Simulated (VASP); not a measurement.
Write the native input for VASP 6.6.1 that does the following.

* Task: single point
* Functional: LDA
* Potentials or basis: VASP PAW LDA potentials, release 64 (Mg, B)
* Cutoff: 520 eV
* k mesh: 12 × 12 × 9
* Occupations: fermi-dirac, width 0.05 eV
* Spin: no spin polarisation
* Dipole correction: no
* Further INCAR settings: ALGO = Normal; EDIFF = 1e-07; NBANDS = 11

The structure of MgB2 lies in POSCAR:

```
MgB2
1.0
    3.0850007055      0.0462750106      0.0462750106
   -1.5024250181      2.6485514764      0.0169378294
    0.0528450000      0.0528450000      3.5230000000
Mg B
1 2
Direct
    0.0000000000      0.0000000000      0.0000000000
    0.3333333333      0.6666666667      0.5000000000
    0.6666666667      0.3333333333      0.5000000000
```

This cell differs from its parent crystal: equal xy, yz and zx shear strains of +3 %.

The input as run:

INCAR

```
SYSTEM = MgB2
PREC = Accurate
ENCUT = 520
EDIFF = 1E-7
ISMEAR = -1
SIGMA = 0.05
LREAL = .False.
LASPH = .True.
NELM = 60
ALGO = Normal
ISIF = 2
LWAVE = .False.
LCHARG = .True.
LELF = .True.
LVHAR = .True.
NBANDS = 11
```

KPOINTS

```
Automatic mesh
0
Gamma
  12 12 9
  0 0 0
```

Potentials or basis: VASP PAW LDA potentials, release 64 (Mg, B).

Command:

```console
$ cat potpaw_LDA.64/Mg/POTCAR potpaw_LDA.64/B/POTCAR > POTCAR
$ mpirun -np 1 vasp_std > vasp.out
```

Results of the run:

```yaml
Pressure: -7.9 GPa
Largest_force: 0.064 eV/Å
Band_gap_on_the_k_mesh: zero (bands 4 and 5 overlap by 3.51 eV)
```

Caveat: the cell differs from its parent crystal (equal xy, yz and zx shear strains of +3 %); the cell stands under tension.

It took 3.1 min on 1 thread of Intel Xeon 8259CL, on a shared host, peak memory 0.32 GiB.
